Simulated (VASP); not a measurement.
# PbO2 in VASP: further runs

Runs on PbO2. Level: PBEsol. Tasks: single point.

All numbers are computed with VASP 6.6.1; they aren't measurements. Logs are shortened: lines on timing, memory, paths and dates and some standing lists are left out, and cuts for length are marked.

## 1. The cell of the first run

It takes space group P4_2/mnm (No. 136, tetragonal). Conventional cell: a = 4.847 Å, b = 4.847 Å, c = 3.516 Å, α = 90.00°, β = 90.00°, γ = 90.00°. Pb (site symmetry mmm) has 6 O at 2.11 to 2.20 Å within 2.8 Å. O (site symmetry m2m) has 3 Pb at 2.11 to 2.20 Å and 1 O at 2.63 Å within 2.8 Å.

## 2. Single point, PBEsol (biaxial strain in the a-b plane: -3.0 %, then relaxed in part)

INCAR reads:

```
ALGO     = Normal         # electronic algorithm
EDIFF    = 1E-7           # SCF threshold, eV
ENCUT    = 520            # plane-wave cutoff, eV
GGA      = PS             # functional
ISIF     = 2              # what is computed and relaxed
ISMEAR   = 0              # smearing method
LASPH    = T              # aspherical terms in the spheres
LCHARG   = F              # write CHGCAR
LREAL    = F              # projectors in reciprocal space
LWAVE    = F              # write WAVECAR
NBANDS   = 35             # bands
NELM     = 60             # most SCF steps
PREC     = Accurate       # precision mode
SIGMA    = 0.1            # smearing width, eV
```

KPOINTS reads:

```
k-points
0
Gamma
  8 8 10
```

POSCAR reads:

```
PbO2
1.0
    4.8473428794      0.0000000000      0.0000000000
    0.0000000000      4.8473428794      0.0000000000
    0.0000000000      0.0000000000      3.5161065524
Pb O
2 4
Direct
    0.0000000000      0.0000000000      0.0000000000
    0.5000000000      0.5000000000      0.5000000000
    0.3082142202      0.3082142202      0.0000000000
    0.1917857798      0.8082142202      0.5000000000
    0.6917857798      0.6917857798      0.0000000000
    0.8082142202      0.1917857798      0.5000000000
```

Potentials or basis: VASP PAW PBE potentials, release 64 (Pb_d, O).

Run with:

```sh
> cat potpaw_PBE.64/Pb_d/POTCAR potpaw_PBE.64/O/POTCAR > POTCAR
> mpirun -np 1 vasp_std > vasp.out
```

OUTCAR:

```text
EDIFF = 1E-7
   ENCUT = 520
   GGA = PS
   ISIF = 2
   ISMEAR = 0
   LASPH = T
   LREAL = F
   NELM = 60
   PREC = Accurate

 ion  position               nearest neighbor table
   1  0.000  0.000  0.000-   3 2.11   5 2.11   4 2.20   6 2.20   4 2.20   6 2.20   2 3.85   2 3.85
                             2 3.85   2 3.85   2 3.85   2 3.85   2 3.85   2 3.85
   2  0.500  0.500  0.500-   4 2.11   6 2.11   5 2.20   3 2.20   3 2.20   5 2.20   1 3.85   1 3.85
                             1 3.85   1 3.85   1 3.85   1 3.85   1 3.85   1 3.85
   3  0.308  0.308  0.000-   1 2.11   2 2.20   2 2.20
   4  0.192  0.808  0.500-   2 2.11   1 2.20   1 2.20
   5  0.692  0.692  0.000-   1 2.11   2 2.20   2 2.20
   6  0.808  0.192  0.500-   2 2.11   1 2.20   1 2.20

  LATTYP: Found a simple tetragonal cell.
 ALAT       =     4.8473428794
 C/A-ratio  =     0.7253678231

  Lattice vectors:

 A1 = (   4.8473428794,   0.0000000000,   0.0000000000)
 A2 = (   0.0000000000,   4.8473428794,   0.0000000000)
 A3 = (   0.0000000000,   0.0000000000,   3.5161065524)

Analysis of symmetry for initial positions (statically):
=====================================================================
 Subroutine PRICEL returns:
 Original cell was already a primitive cell.

 Routine SETGRP: Setting up the symmetry group for a
 simple tetragonal supercell.

 Subroutine GETGRP returns: Found 16 space group operations
 (whereof  8 operations were pure point group operations)
 out of a pool of 16 trial point group operations.

The static configuration has the point symmetry D_2h.
 The point group associated with its full space group is D_4h.

Analysis of symmetry for dynamics (positions and initial velocities):
=====================================================================
 Subroutine PRICEL returns:
 Original cell was already a primitive cell.

 Routine SETGRP: Setting up the symmetry group for a
 simple tetragonal supercell.

 Subroutine GETGRP returns: Found 16 space group operations
 (whereof  8 operations were pure point group operations)
 out of a pool of 16 trial point group operations.

The dynamic configuration has the point symmetry D_2h.
 The point group associated with its full space group is D_4h.

 Subroutine INISYM returns: Found 16 space group operations
 (whereof  8 operations are pure point group operations),
 and found     1 'primitive' translations

----------------------------------------------------------------------------------------

                                     Primitive cell

  volume of cell :      82.6170

  direct lattice vectors                    reciprocal lattice vectors
     4.847342879  0.000000000  0.000000000     0.206298590  0.000000000  0.000000000
     0.000000000  4.847342879  0.000000000     0.000000000  0.206298590  0.000000000
     0.000000000  0.000000000  3.516106552     0.000000000  0.000000000  0.284405488

  length of vectors
     4.847342879  4.847342879  3.516106552     0.206298590  0.206298590  0.284405488

  position of ions in fractional coordinates (direct lattice)
     0.000000000  0.000000000  0.000000000
     0.500000000  0.500000000  0.500000000
     0.308214220  0.308214220  0.000000000
     0.191785780  0.808214220  0.500000000
     0.691785780  0.691785780  0.000000000
     0.808214220  0.191785780  0.500000000

  ion indices of the primitive-cell ions
   primitive index   ion index
                 1           1
                 2           2
                 3           3
                 4           4
                 5           5
                 6           6

----------------------------------------------------------------------------------------

 KPOINTS: k-points

Automatic generation of k-mesh.
 Grid dimensions read from file:
 generate k-points for:    8    8   10

 Generating k-lattice:

  Cartesian coordinates                     Fractional coordinates (reciprocal lattice)
     0.025787324  0.000000000  0.000000000     0.125000000  0.000000000  0.000000000
     0.000000000  0.025787324  0.000000000     0.000000000  0.125000000  0.000000000
     0.000000000  0.000000000  0.028440549     0.000000000  0.000000000  0.100000000

  Length of vectors
     0.025787324  0.025787324  0.028440549

  Shift w.r.t. Gamma in fractional coordinates (k-lattice)
     0.000000000  0.000000000  0.000000000

 Subroutine IBZKPT returns following result:
 ===========================================

 Found     90 irreducible k-points:

 Following reciprocal coordinates:
            Coordinates               Weight
  0.000000  0.000000  0.000000      1.000000
  0.125000  0.000000  0.000000      4.000000
  0.250000  0.000000  0.000000      4.000000
  0.375000  0.000000  0.000000      4.000000
  0.500000  0.000000  0.000000      2.000000
  0.125000  0.125000  0.000000      4.000000
[... 16 lines left out ...]
  0.375000  0.125000  0.100000     16.000000
  0.500000  0.125000  0.100000      8.000000
 [... further k-points ...]
   k-points           NKPTS =     90   k-points in BZ     NKDIM =     90   number of bands    NBANDS=     35
   number of dos      NEDOS =    301   number of ions     NIONS =      6
   total plane-waves  NPLWV =  36288
   dimension x,y,z NGX =    36 NGY =   36 NGZ =   28
   dimension x,y,z NGXF=    72 NGYF=   72 NGZF=   56
   ions per type =               2   4
   NGX,Y,Z   is equivalent  to a cutoff of  12.35, 12.35, 13.24 a.u.
   NGXF,Y,Z  is equivalent  to a cutoff of  24.69, 24.69, 26.48 a.u.
 SYSTEM =  unknown system
   PREC   = accura    normal or accurate (medium, high low for compatibility)
   ISTART =      0    job   : 0-new  1-cont  2-samecut
   ICHARG =      2    charge: 1-file 2-atom 10-const
   ISPIN  =      1    spin polarized calculation?
   LNONCOLLINEAR =      F non collinear calculations
   LSORBIT =      F    spin-orbit coupling
   LASPH  =      T    aspherical Exc in radial PAW
   ENCUT  =  520.0 eV  38.22 Ry    6.18 a.u.   9.01  9.01  6.54*2*pi/ulx,y,z
   NELM   =     60;   NELMIN=  2; NELMDL= -5     # of ELM steps
   EDIFF  = 0.1E-06   stopping-criterion for ELM
   LREAL  =      F    real-space projection
   EDIFFG = 0.1E-05   stopping-criterion for IOM
   NSW    =      0    number of steps for IOM
   IBRION =     -1    ionic relax: 0-MD 1-quasi-New 2-CG
   NFREE  =      0    steps in history (QN), initial steepest desc. (CG)
   ISIF   =      2    stress and relaxation
   ISYM   =      2    0-nonsym 1-usesym 2-fastsym
   POTIM  = 0.5000    time-step for ionic-motion
   TEBEG  =    0.0;   TEEND  =   0.0 temperature during run
   PSTRESS=    0.0 pullay stress
   NELECT =      52.0000    total number of electrons
   NUPDOWN=      -1.0000    fix difference up-down
   EMIN   =  10.00;   EMAX   =-10.00  energy-range for DOS
   EFERMI =   0.00;   METHOD = LEGACY
   ISMEAR =     0;   SIGMA  =   0.10  broadening in eV -4-tet -1-fermi 0-gaus
   EFERMI_NEDOS =   21; number of points for ismear=-14 and -15
   IALGO  =     38    algorithm
   IMIX   =      4    mixing-type and parameters
     AMIX     =   0.40;   BMIX     =  1.00
     AMIX_MAG =   1.60;   BMIX_MAG =  1.00
  volume/ion in A,a.u.               =      13.77        92.92
  Fermi-wavevector in a.u.,A,eV,Ry     =   1.402984  2.651256 26.781227  1.968365
  Thomas-Fermi vector in A             =   2.525691
   LORBIT       =      0    0 simple, 1 ext, 2 COOP (PROOUT), +10 PAW based schemes
   GGA     = PS    functional components
   LHFCALC =     F    Hartree Fock is set to
   AEXX    =    0.0000 exact exchange contribution
   IVDW    =     0    specifies the selected vdW correction
   LEPSILON=     F    determine dielectric tensor
   LRPA    =     F    only Hartree local field effects (RPA)
 non-spin polarized calculation
 Gauss-broadening in eV      SIGMA  =   0.10
  energy-cutoff  :      520.00
  volume of cell :       82.62
 maximum number of plane-waves:      2288
   NGX = 19   NGY = 19   NGZ = 13

 number of electron      52.0000008 magnetization

 Free energy of the ion-electron system (eV)
  ---------------------------------------------------
  ext. energy  EPLUGINS =         0.00000000
  ---------------------------------------------------
  free energy    TOTEN  =       -33.99032333 eV

  energy without entropy =      -33.98820260  energy(sigma->0) =      -33.98926296

 E-fermi :   4.3987     XC(G=0): -11.0605

 val. band max:        4.3832436738   @ k =   0.1250   0.0000   0.0000
 cond. band min:       4.4471320396   @ k =   0.0000   0.0000   0.0000
 fundamental gap:      0.0638883658
 Fermi energy:         4.3986752524

 k-point     1 :       0.0000    0.0000    0.0000
  band No.  band energies     occupation
      1     -13.9584      2.00000
      2     -13.8073      2.00000
      3     -12.0247      2.00000
      4     -12.0247      2.00000
      5     -11.1207      2.00000
      6     -10.8923      2.00000
[... 27 lines left out ...]
     34      15.9207      0.00000
     35      16.3482      0.00000

 k-point     2 :       0.1250    0.0000    0.0000
  band No.  band energies     occupation
      1     -13.9089      2.00000
      2     -13.7758      2.00000
      3     -12.2263      2.00000
      4     -12.1397      2.00000
      5     -10.9015      2.00000
      6     -10.8528      2.00000
[... 27 lines left out ...]
     34      16.1039      0.00000
     35      16.3398      0.00000

 k-point     3 :       0.2500    0.0000    0.0000
  band No.  band energies     occupation
      1     -13.7660      2.00000
      2     -13.6830      2.00000
      3     -12.5734      2.00000
      4     -12.4185      2.00000
      5     -10.8428      2.00000
      6     -10.8419      2.00000
[... 27 lines left out ...]
     34      16.3549      0.00000
     35      16.5525      0.00000

 k-point     4 :       0.3750    0.0000    0.0000
  band No.  band energies     occupation
      1     -13.5559      2.00000
      2     -13.5393      2.00000
      3     -12.8833      2.00000
      4     -12.7516      2.00000
      5     -10.8340      2.00000
      6     -10.8331      2.00000
[... 27 lines left out ...]
     34      16.4879      0.00000
     35      16.5232      0.00000

 k-point     5 :       0.5000    0.0000    0.0000
  band No.  band energies     occupation
      1     -13.4191      2.00000
      2     -13.4191      2.00000
      3     -12.9978      2.00000
      4     -12.9978      2.00000
      5     -10.8298      2.00000
      6     -10.8298      2.00000
[... 638 lines left out ...]
 k-point    22 :       0.2500    0.1250    0.1000
  band No.  band energies     occupation
      1     -13.7720      2.00000
      2     -13.5073      2.00000
      3     -12.8812      2.00000
      4     -12.3575      2.00000
      5     -10.9042      2.00000
      6     -10.8242      2.00000
[... 27 lines left out ...]
     34      16.2400      0.00000
     35      16.4015      0.00000

 k-point    23 :       0.3750    0.1250    0.1000
  band No.  band energies     occupation
      1     -13.6497      2.00000
      2     -13.3479      2.00000
      3     -13.0816      2.00000
      4     -12.6099      2.00000
      5     -10.8525      2.00000
      6     -10.8125      2.00000
[... 27 lines left out ...]
     34      16.3222      0.00000
     35      16.4512      0.00000

 k-point    24 :       0.5000    0.1250    0.1000
  band No.  band energies     occupation
      1     -13.4752      2.00000
      2     -13.4752      2.00000
      3     -12.9030      2.00000
      4     -12.9030      2.00000
      5     -10.8220      2.00000
      6     -10.8220      2.00000
[... 27 lines left out ...]
     34      15.8469      0.00000
     35      16.6307      0.00000

 [... further k-points ...]
[... 5 lines left out ...]
  --------------------------------------------------------------------------------------
  -------------------------------------------------------------------------------------
  Total        2.4411813      2.4411813      0.1849819      0.0000000      0.0000000      0.0000000
  in kB       47.3414017     47.3414017      3.5873213      0.0000000      0.0000000      0.0000000
  external PRESSURE =      32.7567083 kB  Pullay stress =       0.0000000 kB

 VOLUME and BASIS-vectors are now :
 -----------------------------------------------------------------------------
  energy-cutoff  :      520.00
  volume of cell :       82.62
      direct lattice vectors                 reciprocal lattice vectors
     4.847342879  0.000000000  0.000000000     0.206298590  0.000000000  0.000000000
     0.000000000  4.847342879  0.000000000     0.000000000  0.206298590  0.000000000
     0.000000000  0.000000000  3.516106552     0.000000000  0.000000000  0.284405488

 POSITION                                       TOTAL-FORCE (eV/Angst)
 -----------------------------------------------------------------------------------
      0.00000      0.00000      0.00000         0.000000     -0.000000      0.000000
      2.42367      2.42367      1.75805         0.000000     -0.000000      0.000000
      1.49402      1.49402      0.00000         0.000349      0.000349     -0.000000
      0.92965      3.91769      1.75805        -0.000349      0.000349     -0.000000
      3.35332      3.35332      0.00000        -0.000349     -0.000349      0.000000
      3.91769      0.92965      1.75805         0.000349     -0.000349      0.000000
 -----------------------------------------------------------------------------------
    total drift:                                0.000000      0.000000      0.000000

  FREE ENERGIE OF THE ION-ELECTRON SYSTEM (eV)
  ---------------------------------------------------
  free  energy   TOTEN  =       -33.9903233275 eV

  energy  without entropy=      -33.9882026004  energy(sigma->0) =      -33.98926296
```

Run time: 2.4 min. Hardware: 1 thread of Intel Xeon Platinum 8559C (Emerald Rapids), shared host; peak memory 0.33 GiB.

What came out:

```yaml
Free_energy: -33.9903 eV
Pressure: 3.3 GPa
```

Levels at points of the mesh, in eV from the Fermi level:
```tsv
k point	band 22	band 23	band 24	band 25	band 26	band 27	band 28	band 29	band 30	band 31
(0.00, 0.00, 0.00)	-0.87	-0.69	-0.69	-0.59	-0.59	0.05	4.03	5.52	5.52	9.40
(0.50, 0.00, 0.00)	-1.38	-0.74	-0.74	-0.39	-0.39	2.61	2.61	6.12	6.12	10.12
(0.50, 0.50, 0.00)	-1.72	-0.77	-0.77	-0.42	-0.42	2.83	2.83	6.59	6.59	10.40
(0.00, 0.00, 0.50)	-2.07	-1.20	-1.20	-0.83	-0.83	3.84	3.84	9.01	9.01	9.08
(0.50, 0.00, 0.50)	-1.14	-0.80	-0.80	-0.08	-0.08	4.25	4.25	7.52	7.52	9.59
(0.50, 0.50, 0.50)	-1.63	-0.70	-0.70	-0.47	-0.47	2.92	2.92	8.28	8.28	9.45
```

Caveat: the cell differs from its parent crystal (biaxial strain in the a-b plane: -3.0 %, then relaxed in part); the PAW data sets were made with another functional, which shifts forces and pressure a little; spin-orbit coupling is left out, which moves the levels of the heavy elements.

## 3. Single point, PBEsol (biaxial strain in the a-b plane: -1.5 %)

INCAR reads:

```
ALGO = Normal
EDIFF = 1E-7
ENCUT = 520
GGA = PS
ISIF = 2
ISMEAR = 0
LASPH = T
LCHARG = T
LELF = T
LREAL = F
LVHAR = T
LWAVE = F
NBANDS = 35
NELM = 60
PREC = Accurate
SIGMA = 0.1
```

KPOINTS is that of step 2.

POSCAR reads:

```
PbO2
1.0
    4.9223017899      0.0000000000      0.0000000000
    0.0000000000      4.9223017899      0.0000000000
    0.0000000000      0.0000000000      3.4422609502
Pb O
2 4
Direct
    0.0000000000      0.0000000000      0.0000000000
    0.5000000000      0.5000000000      0.5000000000
    0.3076225152      0.3076225152      0.0000000000
    0.1923774848      0.8076225152      0.5000000000
    0.6923774848      0.6923774848      0.0000000000
    0.8076225152      0.1923774848      0.5000000000
```

Potentials or basis: VASP PAW PBE potentials, release 64 (Pb_d, O).

Run with:

```sh
> cat potpaw_PBE.64/Pb_d/POTCAR potpaw_PBE.64/O/POTCAR > POTCAR
> mpirun -np 1 vasp_std > vasp.out
```

It took 2.9 min on 1 thread of Intel Xeon Platinum 8559C (Emerald Rapids), shared host; peak memory 0.34 GiB.

It converged, with:

| Property | Result |
| --- | --- |
| Free energy | -34.0431 eV |
| Pressure | 2.7 GPa |
| Largest force | 0.010 eV/Å |

Forces on the atoms (eV/Å):
```
Pb   0.000  0.000  0.000
Pb   0.000  0.000  0.000
O   -0.007 -0.007  0.000
O    0.007 -0.007  0.000
O    0.007  0.007  0.000
O   -0.007  0.007  0.000
```

Stress tensor (GPa, compression positive):
```
3.17 0.00 0.00
0.00 3.17 0.00
0.00 0.00 1.78
```

Levels at points of the mesh, in eV from the Fermi level:
| k point | band 24 | band 25 | band 26 | band 27 | band 28 | band 29 |
| --- | --- | --- | --- | --- | --- | --- |
| (0.00, 0.00, 0.00) | -0.66 | -0.62 | -0.62 | 0.06 | 4.18 | 5.66 |
| (0.50, 0.00, 0.00) | -0.70 | -0.40 | -0.40 | 2.50 | 2.50 | 6.27 |
| (0.50, 0.50, 0.00) | -0.72 | -0.48 | -0.48 | 2.85 | 2.85 | 6.64 |
| (0.00, 0.00, 0.50) | -1.19 | -0.83 | -0.83 | 3.81 | 3.81 | 8.89 |
| (0.50, 0.00, 0.50) | -0.82 | -0.17 | -0.17 | 4.16 | 4.16 | 7.37 |
| (0.50, 0.50, 0.50) | -0.71 | -0.53 | -0.53 | 2.86 | 2.86 | 8.24 |

Caveat: the cell differs from its parent crystal (biaxial strain in the a-b plane: -1.5 %); the PAW data sets were made with another functional, which shifts forces and pressure a little; spin-orbit coupling is left out, which moves the levels of the heavy elements.

## 4. Single point, PBEsol (biaxial strain in the a-b plane: -1.5 %, then relaxed in part)

INCAR reads:

```
SYSTEM = PbO2
  PREC = Accurate
  ENCUT = 520
  EDIFF = 1E-6
  ISMEAR = 0
  SIGMA = 0.1
  LREAL = .FALSE.
  LASPH = .TRUE.
  NELM = 60
  ALGO = Normal
  ISIF = 2
  LWAVE = .FALSE.
  LCHARG = .TRUE.
  GGA = PS
  LELF = .TRUE.
  LVHAR = .TRUE.
  NBANDS = 35
```

KPOINTS reads:

```
Automatic mesh
0
G
  8 8 10
  0 0 0
```

POSCAR reads:

```
PbO2
1.0
    4.9223017899      0.0000000000      0.0000000000
    0.0000000000      4.9223017899      0.0000000000
    0.0000000000      0.0000000000      3.4604125180
Pb O
2 4
Direct
    0.0000000000      0.0000000000      0.0000000000
    0.5000000000      0.5000000000      0.5000000000
    0.3077520268      0.3077520268      0.0000000000
    0.1922479732      0.8077520268      0.5000000000
    0.6922479732      0.6922479732      0.0000000000
    0.8077520268      0.1922479732      0.5000000000
```

Run with:

```sh
> cat potpaw_PBE.64/Pb_d/POTCAR potpaw_PBE.64/O/POTCAR > POTCAR
> mpirun -np 1 vasp_std > vasp.out
```

Wall time 2.6 min (1 thread of Intel Xeon Platinum 8559C (Emerald Rapids), shared host); peak memory 0.33 GiB.

The run converged. Its results:

| Quantity | Value |
| --- | --- |
| Free energy | -34.0467 eV |
| Pressure | 1.8 GPa |
| Largest force | 0.005 eV/Å |

Forces on the atoms (eV/Å):
```
Pb   0.000  0.000  0.000
Pb   0.000  0.000  0.000
O   -0.003 -0.003  0.000
O    0.003 -0.003  0.000
O    0.003  0.003  0.000
O   -0.003  0.003  0.000
```

Stress tensor (GPa, compression positive):
```
2.46 0.00 0.00
0.00 2.46 0.00
0.00 0.00 0.36
```

Levels at points of the mesh, in eV from the Fermi level:
| k point | band 24 | band 25 | band 26 | band 27 | band 28 | band 29 |
| --- | --- | --- | --- | --- | --- | --- |
| (0.00, 0.00, 0.00) | -0.67 | -0.61 | -0.61 | 0.06 | 4.10 | 5.62 |
| (0.50, 0.00, 0.00) | -0.71 | -0.40 | -0.40 | 2.47 | 2.47 | 6.22 |
| (0.50, 0.50, 0.00) | -0.74 | -0.47 | -0.47 | 2.79 | 2.79 | 6.59 |
| (0.00, 0.00, 0.50) | -1.18 | -0.82 | -0.82 | 3.75 | 3.75 | 8.87 |
| (0.50, 0.00, 0.50) | -0.81 | -0.17 | -0.17 | 4.11 | 4.11 | 7.35 |
| (0.50, 0.50, 0.50) | -0.70 | -0.52 | -0.52 | 2.82 | 2.82 | 8.22 |

Caveat: the cell differs from its parent crystal (biaxial strain in the a-b plane: -1.5 %, then relaxed in part); the PAW data sets were made with another functional, which shifts forces and pressure a little; spin-orbit coupling is left out, which moves the levels of the heavy elements.

(Continued in part 2 of 2.)
